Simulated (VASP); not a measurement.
A run of VASP 6.6.1 is set up as follows.

Contents of INCAR:

```
SYSTEM = KF
  ALGO = Normal
  EDIFF = 1E-7
  ENCUT = 520
  GGA = CA
  ISIF = 2
  ISMEAR = 0
  ISYM = 0
  LASPH = .True.
  LCHARG = .False.
  LREAL = .False.
  LWAVE = .False.
  NBANDS = 15
  NELM = 60
  PREC = Accurate
  SIGMA = 0.01
```

KPOINTS

```
Automatic mesh
0
Gamma
  9 9 9
  0.5 0.5 0.5
```

POSCAR

```
KF
1.0
    0.0000000000      2.6718500000      2.6718500000
    2.6718500000      0.0000000000      2.6718500000
    2.6718500000      2.6718500000      0.0000000000
K F
1 1
Direct
    0.0000000000      0.0000000000      0.0000000000
    0.5000000000      0.5000000000      0.5000000000
```

Potentials or basis: VASP PAW LDA potentials, release 64 (K_sv, F).

Run with:

```sh
$ cat potpaw_LDA.64/K_sv/POTCAR potpaw_LDA.64/F/POTCAR > POTCAR
$ mpirun -np 1 vasp_std > vasp.out
```

What does it give for the pressure?

-3.4 GPa.

Predict the band gap on the k mesh.

5.89 eV, direct.

A k mesh can miss the band edges. A hybrid or GW would open this gap; LDA tends to underestimate it.
